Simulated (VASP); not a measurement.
# Ir in VASP: notebook, part 3 of 3

VASP 6.6.1. The steps go on from the part before.

## Step 5: Single point, PBE+D4

This run uses another cell than the first one: it holds 5 atoms, not 2.

File INCAR:

```
SYSTEM = Ir
  PREC = Accurate
  ENCUT = 400
  EDIFF = 1E-6
  ISMEAR = 0
  SIGMA = 0.1
  LREAL = .FALSE.
  LASPH = .TRUE.
  NELM = 120
  ALGO = Normal
  ISIF = 2
  LWAVE = .FALSE.
  LCHARG = .FALSE.
  LDIPOL = .TRUE.
  IDIPOL = 3
  DIPOL = 0.5 0.5 0.500
  GGA = PE
  IVDW = 13
  NBANDS = 30
  GGA_COMPAT = .FALSE.
  NELMDL = -8
```

File KPOINTS:

```
Automatic mesh
0
G
  8 8 1
  0 0 0
```

File POSCAR:

```
Ir
1.0
    2.7090675001      0.0000000000      0.0000000000
    1.3545337500      2.3461212756      0.0000000000
    0.0000000000      0.0000000000     20.8477774053
Ir
5
Direct
    0.0000000000      0.0000000000      0.2878004635
    0.3333333333      0.3333333333      0.3939002317
    0.6666666667      0.6666666667      0.5000000000
    0.0000000000      0.0000000000      0.6060997683
    0.3333333333      0.3333333333      0.7121995365
```

Potentials or basis: VASP PAW PBE potentials, release 64 (Ir).

Launch:

```bash
> cat potpaw_PBE.64/Ir/POTCAR > POTCAR
> mpirun -np 1 vasp_std > vasp.out
```

OUTCAR:

```text
SYSTEM = Ir
   PREC = Accurate
   ENCUT = 400
   EDIFF = 1E-6
   ISMEAR = 0
   LREAL = .FALSE.
   LASPH = .TRUE.
   NELM = 120
   ISIF = 2
   GGA = PE
   IVDW = 13
   NELMDL = -8

 ion  position               nearest neighbor table
   1  0.000  0.000  0.288-   2 2.71   2 2.71   2 2.71
   2  0.333  0.333  0.394-   1 2.71   1 2.71   1 2.71   3 2.71   3 2.71   3 2.71
   3  0.667  0.667  0.500-   2 2.71   4 2.71   2 2.71   4 2.71   4 2.71   2 2.71
   4  0.000  0.000  0.606-   5 2.71   5 2.71   5 2.71   3 2.71   3 2.71   3 2.71
   5  0.333  0.333  0.712-   4 2.71   4 2.71   4 2.71

  LATTYP: Found a hexagonal cell.
 ALAT       =     2.7090675000
 C/A-ratio  =     7.6955548007

  Lattice vectors:

 A1 = (  -1.3545337500,  -2.3461212756,   0.0000000000)
 A2 = (   2.7090675001,   0.0000000000,   0.0000000000)
 A3 = (   0.0000000000,   0.0000000000,  20.8477774053)

Analysis of symmetry for initial positions (statically):
=====================================================================
 Subroutine PRICEL returns:
 Original cell was already a primitive cell.

 Routine SETGRP: Setting up the symmetry group for a
 hexagonal supercell.

 Subroutine GETGRP returns: Found 12 space group operations
 (whereof  6 operations were pure point group operations)
 out of a pool of 24 trial point group operations.

The static configuration has the point symmetry C_3v.
 The point group associated with its full space group is D_3d.

Analysis of symmetry for dynamics (positions and initial velocities):
=====================================================================
 Subroutine PRICEL returns:
 Original cell was already a primitive cell.

 Routine SETGRP: Setting up the symmetry group for a
 hexagonal supercell.

 Subroutine GETGRP returns: Found 12 space group operations
 (whereof  6 operations were pure point group operations)
 out of a pool of 24 trial point group operations.

The dynamic configuration has the point symmetry C_3v.
 The point group associated with its full space group is D_3d.

 Subroutine INISYM returns: Found 12 space group operations
[... 117 lines left out ...]
   LEPSILON=     F    determine dielectric tensor
   LRPA    =     F    only Hartree local field effects (RPA)
 non-spin polarized calculation
 Gauss-broadening in eV      SIGMA  =   0.10
  energy-cutoff  :      400.00
  volume of cell :      132.50
 maximum number of plane-waves:      2461
 NGX is ok and might be reduce to    18

 dipolmoment           0.000000      0.000000     -0.000000 electrons x Angstroem

 number of electron      44.9999991 magnetization

 dipolmoment           0.000000      0.000000      0.000000 electrons x Angstroem

 Free energy of the ion-electron system (eV)
  ---------------------------------------------------
  ext. energy  EPLUGINS =         0.00000000
  ---------------------------------------------------
  free energy    TOTEN  =       -42.33389800 eV

  energy without entropy =      -42.30172358  energy(sigma->0) =      -42.31781079

 E-fermi :   2.9650     XC(G=0):  -8.3796

 val. band max:        2.9279081817   @ k =  -0.3750   0.2500   0.0000
 cond. band min:       3.0032458780   @ k =  -0.3750   0.2500   0.0000
 fundamental gap:      0.0753376963
 Fermi energy:         2.9650281408

 k-point     1 :       0.0000    0.0000    0.0000
  band No.  band energies     occupation
      1      -7.8338      2.00000
      2      -6.7161      2.00000
      3      -5.5880      2.00000
      4      -4.9304      2.00000
      5      -4.8395      2.00000
      6      -1.2540      2.00000
[... 319 lines left out ...]
     29       9.0064      0.00000
     30       9.7063      0.00000

------------------------ aborting loop because EDIFF is reached ----------------------------------------

 vacuum level on the upper side and lower side of the slab       (xc-potential included)        -0.293        -0.293

  DFT-D4 for vdW energy calculation

  Edisp (eV):   -3.85510

  FORCE on cell =-STRESS in cart. coord.  units (eV):
  Direction    XX          YY          ZZ          XY          YZ          ZX
  --------------------------------------------------------------------------------------
  -------------------------------------------------------------------------------------
  Total      -3.51111    -3.51111    -0.38351     0.00000     0.00000     0.00000
  in kB     -42.45460   -42.45460    -4.63720     0.00000     0.00000     0.00000
  external pressure =      -29.85 kB  Pullay stress =        0.00 kB

 VOLUME and BASIS-vectors are now :
 -----------------------------------------------------------------------------
  energy-cutoff  :      400.00
  volume of cell :      132.50
      direct lattice vectors                 reciprocal lattice vectors
     2.709067500  0.000000000  0.000000000     0.369130706 -0.213117713  0.000000000
     1.354533750  2.346121276  0.000000000     0.000000000  0.426235425  0.000000000
     0.000000000  0.000000000 20.847777405     0.000000000  0.000000000  0.047966744

 POSITION                                       TOTAL-FORCE (eV/Angst)
 -----------------------------------------------------------------------------------
      0.00000      0.00000      6.00000        -0.000000     -0.000000      0.099385
      1.35453      0.78204      8.21194        -0.000000     -0.000000     -0.122436
      2.70907      1.56408     10.42389         0.000000      0.000000     -0.000000
      0.00000      0.00000     12.63583         0.000000      0.000000      0.122436
      1.35453      0.78204     14.84778         0.000000     -0.000000     -0.099385
 -----------------------------------------------------------------------------------
    total drift:                                0.000000      0.000000      0.000000

  FREE ENERGIE OF THE ION-ELECTRON SYSTEM (eV)
  ---------------------------------------------------
  free  energy   TOTEN  =       -46.1890009007 eV

  energy  without entropy=      -46.1568264743  energy(sigma->0) =      -46.17291369

 vacuum level on the upper side and lower side of the slab         8.212         8.212
```

It took 1.8 min on 1 thread of AMD EPYC 7R43 (Zen 3), shared host; peak memory 0.17 GiB.

What came out:

```yaml
Free_energy: -46.1890 eV
Largest_force: 0.122 eV/Å
Dispersion_energy_per_atom: -0.771 eV
```

Forces in eV/Å, atoms in the order of the input:
```
Ir   0.000  0.000  0.099
Ir   0.000  0.000 -0.122
Ir   0.000  0.000  0.000
Ir   0.000  0.000  0.122
Ir   0.000  0.000 -0.099
```

Levels at points of the mesh, in eV from the Fermi level:
```csv
k point,band 20,band 21,band 22,band 23,band 24,band 25
"(0.00, 0.00, 0.00)",-1.27,-1.27,-1.07,-1.07,-0.50,-0.50
"(0.50, 0.00, 0.00)",0.69,0.76,0.88,1.06,1.24,1.63
```

Caveat: spin-orbit coupling is left out, which moves the levels of the heavy elements.

## Step 6: Summary

```csv
cell,gap on the mesh (eV),largest force (eV/Å)
"a = 2.709, b = 2.709, c = 14.212 Å, angles 90.0, 90.0, 60.0°, 2 atoms",none,0.50
"a = 2.709, b = 2.709, c = 16.424 Å, angles 90.0, 90.0, 60.0°, 3 atoms",none,0.44
"a = 2.709, b = 2.709, c = 18.636 Å, angles 90.0, 90.0, 60.0°, 4 atoms",none,0.28
"a = 2.709, b = 2.709, c = 20.848 Å, angles 90.0, 90.0, 60.0°, 5 atoms",none,0.12
```

Alike in all rows: task single point; level PBE+D4; potentials or basis VASP PAW PBE potentials, release 64 (Ir); no spin polarisation; k mesh 8 × 8 × 1; cutoff (eV) 400; smearing gaussian 0.1 eV.

Caveats: spin-orbit coupling is left out, which moves the levels of the heavy elements.

Absolute energies hang on the potentials; compare differences alone.
